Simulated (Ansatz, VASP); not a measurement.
## Two plane-wave programs on AlCo

Contents of INCAR:

```
SYSTEM = AlCo
PREC = Accurate ; ENCUT = 520
EDIFF = 1E-7 ; ISMEAR = 0
SIGMA = 0.15 ; LREAL = .FALSE.
LASPH = .TRUE. ; NELM = 100
ALGO = Fast ; ISIF = 2
LWAVE = .FALSE. ; LCHARG = .FALSE.
GGA = PE ; NBANDS = 27
```

KPOINTS

```
Automatic mesh
0
G
  21 21 7
  0 0 0
```

File POSCAR:

```
AlCo
1.0
    0.0000000000     -2.8519024102      0.0000000000
    0.0000000000      0.0000000000     -2.8519024102
    9.3057072306      0.0000000000      0.0000000000
Al Co
3 3
Direct
    1.0000000000      1.0000000000      0.2298357513
    1.0000000000      1.0000000000      0.5363038509
    1.0000000000      1.0000000000      0.8427719504
    0.5000000000      0.5000000000      0.0766017015
    0.5000000000      0.5000000000      0.3830698011
    0.5000000000      0.5000000000      0.6895379006
```

Input for Ansatz:

```yaml
crystal:
  lattice:
    - [0.0, -2.8519024102, 0.0]
    - [0.0, 0.0, -2.8519024102]
    - [9.3057072306, 0.0, 0.0]
  atoms:
    - { symbol: Al, position: [1.0, 1.0, 0.2298357513] }
    - { symbol: Al, position: [1.0, 1.0, 0.5363038509] }
    - { symbol: Al, position: [1.0, 1.0, 0.8427719504] }
    - { symbol: Co, position: [0.5, 0.5, 0.0766017015] }
    - { symbol: Co, position: [0.5, 0.5, 0.3830698011] }
    - { symbol: Co, position: [0.5, 0.5, 0.6895379006] }
basis:
  ecutwfc: 420
kpoints:
  mp_grid: { grid: [21, 21, 7] }
hamiltonian:
  xc: pbe
scf:
  occupations: { method: gaussian, width: 0.15 }
output:
  forces: true
  stress: true
  eigenvalues: true
  write_density: true
  write_potential: true
  elf: true
  volumetric_format: npy
```

Alike in both runs: task single point; functional PBE; k mesh 21 × 21 × 7; occupations gaussian, width 0.15 eV; no spin polarisation.

```csv
,VASP,Ansatz
version,VASP 6.6.1,Ansatz 0.2.0
potentials or method,"VASP PAW PBE potentials, release 64 (Al, Co), cutoff 520 eV","scalar-relativistic, plane waves, PAW"
valence electrons in the cell,36,60
```

|  | VASP | Ansatz | Ansatz less VASP |
| --- | --- | --- | --- |
| gap on the k mesh at the Fermi level (eV) | none | none | - |
| pressure (GPa) | -6.5 | -6.5 | +0.01 |
| traceless stress, the component that is largest in VASP (GPa) | -1.21 | -1.16 | +0.050 |
| rms of the force components (eV/Å) | 0.508 | 0.510 | +0.0022 |

Atom by atom the forces differ by 0.004 eV/Å (rms over components). A gap of «none» marks a metal or a gap that the smearing closes. VASP's potentials hold 36 valence electrons a cell and Ansatz's 60, so a difference there can come from the potentials and not from the codes.
